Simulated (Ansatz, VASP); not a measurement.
# Two plane-wave programs on Be3Pd2S

```
Be Pd S
1.0
     2.37713    1.37244    4.25433
    -2.37713    1.37244    4.25433
     0.00000   -2.74487    4.25433
Be Pd S
3 2 1
Direct
  0.50000 0.50000 0.00000
  0.00000 0.50000 0.50000
  0.50000 0.00000 0.50000
  0.18963 0.18963 0.18963
  0.81037 0.81037 0.81037
  0.00000 0.00000 0.00000
```

Alike in both runs: task single point; functional PBE; k mesh 6 × 6 × 6; occupations gaussian, width 0.1 eV; collinear spin.

```csv
,VASP,Ansatz
version,VASP 6.6.1,Ansatz 0.2.0
potentials or method,"VASP PAW PBE potentials, release 64 (Be, Pd, S), cutoff 520 eV","scalar-relativistic, plane waves, PAW"
valence electrons in the cell,32,48
```

Ansatz gave:

```
gap on the k mesh at the Fermi level (eV)                     : none
pressure (GPa)                                                : 0.0
traceless stress, the component that is largest in VASP (GPa) : 0.08
net moment per atom (μB)                                      : 0.00
```

Question: What did VASP give for the same quantities?

Answer: gap on the k mesh at the Fermi level (eV): none; pressure (GPa): 0.0; traceless stress, the component that is largest in VASP (GPa): 0.12; net moment per atom (μB): 0.00.

A gap of «none» marks a metal or a gap that the smearing closes. The functional is the same, so the differences come from potentials, cutoffs and numerics. VASP's potentials hold 32 valence electrons a cell and Ansatz's 48, so a difference there can come from the potentials and not from the codes. Ansatz's warnings: seeded moment not kept.
